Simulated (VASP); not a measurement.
# Bi (P6_3/mmc) in VASP: a series of runs

Runs on Bi. Level: LDA. Tasks: single point.

All numbers are computed with VASP 6.6.1; they aren't measurements. Logs are shortened: lines on timing, memory, paths and dates and some standing lists are left out, and cuts for length are marked.

### 1 The cell of the first run

It takes space group P6_3/mmc (No. 194, hexagonal). Conventional cell: a = 3.459 Å, b = 3.459 Å, c = 5.674 Å, α = 90.00°, β = 90.00°, γ = 120.00°. Within 4.5 Å of Bi (site symmetry -6m2) lie 12 Bi at 3.46 to 3.47 Å.

This isn't the form of Bi at room conditions, which is rhombohedral.

### 2 Single point, LDA

Contents of INCAR:

```
SYSTEM = Bi
PREC = Accurate
ENCUT = 520
EDIFF = 1E-6
ISMEAR = -1
SIGMA = 0.08
LREAL = .FALSE.
LASPH = .TRUE.
NELM = 60
ALGO = Normal
ISIF = 2
LWAVE = .FALSE.
LCHARG = .FALSE.
NBANDS = 38
```

Contents of KPOINTS:

```
Automatic mesh
0
G
  12 7 7
  0 0 0
```

Contents of POSCAR:

```
Bi
1.0
   -1.7294386708      2.9954756465      0.0000000000
    0.0000000000      0.0000000000      5.6736239478
    5.1883160125      2.9954756464      0.0000000000
Bi
4
Direct
    0.5000000000      0.2500000000      0.1666666670
    0.0000000000      0.2500000000      0.6666666670
    0.0000000000      0.7500000000      0.3333333330
    0.5000000000      0.7500000000      0.8333333330
```

Potentials or basis: VASP PAW LDA potentials, release 64 (Bi_d).

Launch:

```console
$ cat potpaw_LDA.64/Bi_d/POTCAR > POTCAR
$ mpirun -np 1 vasp_std > vasp.out
```

OUTCAR:

```text
SYSTEM = Bi
   PREC = Accurate
   ENCUT = 520
   EDIFF = 1E-6
   ISMEAR = -1
   LREAL = .FALSE.
   LASPH = .TRUE.
   NELM = 60
   ISIF = 2

 ion  position               nearest neighbor table
   1  0.500  0.250  0.167-   2 3.46   2 3.46   2 3.46   2 3.46   3 3.47   3 3.47   3 3.47   3 3.47
                             4 3.47   4 3.47
   2  0.000  0.250  0.667-   1 3.46   1 3.46   1 3.46   1 3.46   4 3.47   4 3.47   4 3.47   4 3.47
                             3 3.47   3 3.47
   3  0.000  0.750  0.333-   4 3.46   4 3.46   4 3.46   4 3.46   1 3.47   1 3.47   1 3.47   1 3.47
                             2 3.47   2 3.47
   4  0.500  0.750  0.833-   3 3.46   3 3.46   3 3.46   3 3.46   2 3.47   2 3.47   2 3.47   2 3.47
                             1 3.47   1 3.47

  LATTYP: Found a simple orthorhombic cell.
 ALAT       =     3.4588773417
 B/A-ratio  =     1.6403079344
 C/A-ratio  =     1.7320508076

  Lattice vectors:

 A1 = (  -1.7294386708,   2.9954756465,   0.0000000000)
 A2 = (   0.0000000000,   0.0000000000,   5.6736239478)
 A3 = (   5.1883160125,   2.9954756464,   0.0000000000)

Analysis of symmetry for initial positions (statically):
=====================================================================
 Subroutine PRICEL returns following result:

  LATTYP: Found a hexagonal cell.
 ALAT       =     3.4588773417
 C/A-ratio  =     1.6403079344

  Lattice vectors:

 A1 = (   1.7294386709,   2.9954756465,   0.0000000000)
 A2 = (  -3.4588773417,   0.0000000001,   0.0000000000)
 A3 = (   0.0000000000,   0.0000000000,   5.6736239478)

   2 primitive cells build up your supercell.

 Routine SETGRP: Setting up the symmetry group for a
 simple orthorhombic supercell.

 Subroutine GETGRP returns: Found  8 space group operations
 (whereof  4 operations were pure point group operations)
 out of a pool of  8 trial point group operations.

The static configuration has the point symmetry C_2h.
 The point group associated with its full space group is D_2h.

Analysis of symmetry for dynamics (positions and initial velocities):
=====================================================================
 Subroutine PRICEL returns following result:

  LATTYP: Found a hexagonal cell.
 ALAT       =     3.4588773417
 C/A-ratio  =     1.6403079344

  Lattice vectors:

 A1 = (   1.7294386709,   2.9954756465,   0.0000000000)
 A2 = (  -3.4588773417,   0.0000000001,   0.0000000000)
 A3 = (   0.0000000000,   0.0000000000,   5.6736239478)

   2 primitive cells build up your supercell.

 Routine SETGRP: Setting up the symmetry group for a
 simple orthorhombic supercell.

 Subroutine GETGRP returns: Found  8 space group operations
 (whereof  4 operations were pure point group operations)
 out of a pool of  8 trial point group operations.

The dynamic configuration has the point symmetry C_2h.
 The point group associated with its full space group is D_2h.

 Subroutine INISYM returns: Found  8 space group operations
 (whereof  4 operations are pure point group operations),
 and found     2 'primitive' translations

----------------------------------------------------------------------------------------

                                     Primitive cell

  volume of cell :      58.7843

  direct lattice vectors                    reciprocal lattice vectors
     1.729438671  2.995475646  0.000000000     0.000000000  0.333836799  0.000000000
    -3.458877342  0.000000000  0.000000000    -0.289111148  0.166918399  0.000000000
     0.000000000  0.000000000  5.673623948     0.000000000  0.000000000  0.176254191

  length of vectors
     3.458877342  3.458877342  5.673623948     0.333836799  0.333836799  0.176254191

  position of ions in fractional coordinates (direct lattice)
     0.666666667  0.333333333  0.250000000
     0.333333333  0.666666667  0.750000000

  ion indices of the primitive-cell ions
   primitive index   ion index
                 1           1
                 2           4

----------------------------------------------------------------------------------------

 KPOINTS: Automatic mesh

Automatic generation of k-mesh.
 Grid dimensions read from file:
 generate k-points for:   12    7    7

 Generating k-lattice:

  Cartesian coordinates                     Fractional coordinates (reciprocal lattice)
    -0.012046298  0.020864800  0.000000000     0.083333333  0.000000000 -0.000000000
     0.000000000  0.000000000  0.025179170     0.000000000  0.142857143  0.000000000
     0.020650796  0.011922743  0.000000000    -0.000000000  0.000000000  0.142857143

  Length of vectors
     0.024092596  0.025179170  0.023845486

  Shift w.r.t. Gamma in fractional coordinates (k-lattice)
     0.000000000  0.000000000  0.000000000

 Subroutine IBZKPT returns following result:
 ===========================================

 Found    112 irreducible k-points:

 Following reciprocal coordinates:
            Coordinates               Weight
  0.000000  0.000000  0.000000      1.000000
  0.083333  0.000000 -0.000000      2.000000
  0.166667  0.000000 -0.000000      2.000000
  0.250000  0.000000 -0.000000      2.000000
  0.333333  0.000000 -0.000000      2.000000
  0.416667  0.000000 -0.000000      2.000000
[... 16 lines left out ...]
  0.083333  0.428571 -0.000000      4.000000
  0.166667  0.428571 -0.000000      4.000000
 [... further k-points ...]
   k-points           NKPTS =    112   k-points in BZ     NKDIM =    112   number of bands    NBANDS=     38
   number of dos      NEDOS =    301   number of ions     NIONS =      4
   total plane-waves  NPLWV =  56448
   dimension x,y,z NGX =    28 NGY =   42 NGZ =   48
   dimension x,y,z NGXF=    56 NGYF=   84 NGZF=   96
   ions per type =               4
   NGX,Y,Z   is equivalent  to a cutoff of  13.46, 12.31, 13.32 a.u.
   NGXF,Y,Z  is equivalent  to a cutoff of  26.92, 24.61, 26.64 a.u.
 SYSTEM =  Bi
   PREC   = accura    normal or accurate (medium, high low for compatibility)
   ISTART =      0    job   : 0-new  1-cont  2-samecut
   ICHARG =      2    charge: 1-file 2-atom 10-const
   ISPIN  =      1    spin polarized calculation?
   LNONCOLLINEAR =      F non collinear calculations
   LSORBIT =      F    spin-orbit coupling
   LASPH  =      T    aspherical Exc in radial PAW
   ENCUT  =  520.0 eV  38.22 Ry    6.18 a.u.   6.43 10.55 11.14*2*pi/ulx,y,z
   NELM   =     60;   NELMIN=  2; NELMDL= -5     # of ELM steps
   EDIFF  = 0.1E-05   stopping-criterion for ELM
   LREAL  =      F    real-space projection
   EDIFFG = 0.1E-04   stopping-criterion for IOM
   NSW    =      0    number of steps for IOM
   IBRION =     -1    ionic relax: 0-MD 1-quasi-New 2-CG
   NFREE  =      0    steps in history (QN), initial steepest desc. (CG)
   ISIF   =      2    stress and relaxation
   ISYM   =      2    0-nonsym 1-usesym 2-fastsym
   POTIM  = 0.5000    time-step for ionic-motion
   TEBEG  =    0.0;   TEEND  =   0.0 temperature during run
   PSTRESS=    0.0 pullay stress
   NELECT =      60.0000    total number of electrons
   NUPDOWN=      -1.0000    fix difference up-down
   EMIN   =  10.00;   EMAX   =-10.00  energy-range for DOS
   EFERMI =   0.00;   METHOD = LEGACY
   ISMEAR =    -1;   SIGMA  =   0.08  broadening in eV -4-tet -1-fermi 0-gaus
   EFERMI_NEDOS =   21; number of points for ismear=-14 and -15
   IALGO  =     38    algorithm
   IMIX   =      4    mixing-type and parameters
     AMIX     =   0.40;   BMIX     =  1.00
     AMIX_MAG =   1.60;   BMIX_MAG =  1.00
  volume/ion in A,a.u.               =      29.39       198.35
  Fermi-wavevector in a.u.,A,eV,Ry     =   1.308262  2.472257 23.287046  1.711550
  Thomas-Fermi vector in A             =   2.438941
   LORBIT       =      0    0 simple, 1 ext, 2 COOP (PROOUT), +10 PAW based schemes
   GGA     = CA    functional components
   LHFCALC =     F    Hartree Fock is set to
   AEXX    =    0.0000 exact exchange contribution
   IVDW    =     0    specifies the selected vdW correction
   LEPSILON=     F    determine dielectric tensor
   LRPA    =     F    only Hartree local field effects (RPA)
 non-spin polarized calculation
  energy-cutoff  :      520.00
  volume of cell :      117.57
 maximum number of plane-waves:      3200
 NGX is ok and might be reduce to    28
   NGX = 13   NGY = 21   NGZ = 23

 number of electron      59.9999999 magnetization

 Free energy of the ion-electron system (eV)
  ---------------------------------------------------
  ext. energy  EPLUGINS =         0.00000000
  ---------------------------------------------------
  free energy    TOTEN  =       -17.82822316 eV

  energy without entropy =      -17.77229014  energy(sigma->0) =      -17.80025665

 E-fermi :   8.4973     XC(G=0): -10.8048

 val. band max:        8.4834976903   @ k =   0.4167   0.0000   0.1429
 cond. band min:       8.5004987328   @ k =   0.1667   0.2857   0.4286
 fundamental gap:      0.0170010425
 Fermi energy:         8.4973138794

 k-point     1 :       0.0000    0.0000    0.0000
  band No.  band energies     occupation
      1     -14.6596      2.00000
      2     -14.5982      2.00000
      3     -14.5861      2.00000
      4     -14.5788      2.00000
      5     -14.5739      2.00000
      6     -14.5706      2.00000
[... 30 lines left out ...]
     37      13.7882      0.00000
     38      15.7007      0.00000

 k-point     2 :       0.0833    0.0000   -0.0000
  band No.  band energies     occupation
      1     -14.6474      2.00000
      2     -14.6035      2.00000
      3     -14.5856      2.00000
      4     -14.5781      2.00000
      5     -14.5648      2.00000
      6     -14.5633      2.00000
[... 30 lines left out ...]
     37      14.3552      0.00000
     38      14.8926      0.00000

 k-point     3 :       0.1667    0.0000   -0.0000
  band No.  band energies     occupation
      1     -14.6138      2.00000
      2     -14.6129      2.00000
      3     -14.5866      2.00000
      4     -14.5798      2.00000
      5     -14.5530      2.00000
      6     -14.5480      2.00000
[... 30 lines left out ...]
     37      13.6484      0.00000
[... 781 lines left out ...]
 k-point    23 :       0.0833    0.4286   -0.0000
  band No.  band energies     occupation
      1     -14.6232      2.00000
      2     -14.6144      2.00000
      3     -14.5815      2.00000
      4     -14.5814      2.00000
      5     -14.5788      2.00000
      6     -14.5711      2.00000
[... 30 lines left out ...]
     37      14.4916      0.00000
     38      15.0282      0.00000

 k-point    24 :       0.1667    0.4286   -0.0000
  band No.  band energies     occupation
      1     -14.6036      2.00000
      2     -14.6033      2.00000
      3     -14.5862      2.00000
      4     -14.5842      2.00000
      5     -14.5674      2.00000
      6     -14.5578      2.00000
[... 30 lines left out ...]
     37      15.0464      0.00000
     38      15.9621      0.00000

 [... further k-points ...]
[... 5 lines left out ...]
  --------------------------------------------------------------------------------------
  -------------------------------------------------------------------------------------
  Total        0.0429656     -0.0345533      0.3158502      0.0671334      0.0000000      0.0000000
  in kB        0.5855177     -0.4708787      4.3042777      0.9148661      0.0000000      0.0000000
  external PRESSURE =       1.4729723 kB  Pullay stress =       0.0000000 kB

 VOLUME and BASIS-vectors are now :
 -----------------------------------------------------------------------------
  energy-cutoff  :      520.00
  volume of cell :      117.57
      direct lattice vectors                 reciprocal lattice vectors
    -1.729438671  2.995475647  0.000000000    -0.144555574  0.250377599  0.000000000
     0.000000000  0.000000000  5.673623948     0.000000000  0.000000000  0.176254191
     5.188316012  2.995475646  0.000000000     0.144555574  0.083459200  0.000000000

 POSITION                                       TOTAL-FORCE (eV/Angst)
 -----------------------------------------------------------------------------------
      0.00000      1.99698      1.41841         0.012227      0.007059     -0.000000
      3.45888      1.99698      1.41841         0.012227      0.007059      0.000000
      1.72944      0.99849      4.25522        -0.012227     -0.007059      0.000000
      3.45888      3.99397      4.25522        -0.012227     -0.007059      0.000000
 -----------------------------------------------------------------------------------
    total drift:                                0.000000      0.000000      0.000000

  FREE ENERGIE OF THE ION-ELECTRON SYSTEM (eV)
  ---------------------------------------------------
  free  energy   TOTEN  =       -17.8282231561 eV

  energy  without entropy=      -17.7722901376  energy(sigma->0) =      -17.80025665
```

Wall time 2.8 min (1 thread of Intel Xeon 6975P-C (Granite Rapids), shared host); peak memory 0.44 GiB.

What came out:

* Free energy: -17.8282 eV
* Pressure: 0.1 GPa
* Largest force: 0.014 eV/Å
* Band gap on the k mesh: zero (bands 30 and 31 overlap by 3.53 eV)

Forces on the atoms (eV/Å):
```
Bi   0.012  0.007  0.000
Bi   0.012  0.007  0.000
Bi  -0.012 -0.007  0.000
Bi  -0.012 -0.007  0.000
```

Caveat: spin-orbit coupling is left out, which moves the levels of the heavy elements.

### 3 Single point, LDA

Contents of INCAR:

```
PREC = Accurate
ENCUT = 520
EDIFF = 1E-6
ISMEAR = -1
SIGMA = 0.08
LREAL = F
LASPH = T
NELM = 80
ALGO = Normal
ISIF = 2
LWAVE = F
LCHARG = T
GGA = CA
LELF = T
LVHAR = T
NBANDS = 38
```

Contents of KPOINTS:

```
Automatic mesh
0
Gamma
  12 7 7
```

POSCAR is that of step 2.

Potentials or basis: VASP PAW LDA potentials, release 64 (Bi_d).

Launch:

```console
$ cat potpaw_LDA.64/Bi_d/POTCAR > POTCAR
$ mpirun -np 1 vasp_std > vasp.out
```

Wall time 3.2 min (1 thread of Intel Xeon 6975P-C (Granite Rapids), shared host); peak memory 0.43 GiB.

It converged, with:

```yaml
Free_energy: -17.8282 eV
Pressure: 0.1 GPa
Largest_force: 0.014 eV/Å
Band_gap_on_the_k_mesh: zero (bands 30 and 31 overlap by 3.53 eV)
```

Forces on the atoms (eV/Å):
```
Bi   0.012  0.007  0.000
Bi   0.012  0.007  0.000
Bi  -0.012 -0.007  0.000
Bi  -0.012 -0.007  0.000
```

Stress tensor (GPa, compression positive):
```
 0.06  0.09  0.00
 0.09 -0.05  0.00
 0.00  0.00  0.43
```

Levels at points of the mesh, in eV from the Fermi level:
```tsv
k point	band 28	band 29	band 30	band 31	band 32	band 33
(0.00, 0.00, 0.00)	-2.12	0.16	0.36	3.55	3.58	3.58
(0.50, 0.00, 0.00)	-3.19	-2.40	-2.40	-0.81	-0.81	0.46
```

Caveat: spin-orbit coupling is left out, which moves the levels of the heavy elements.
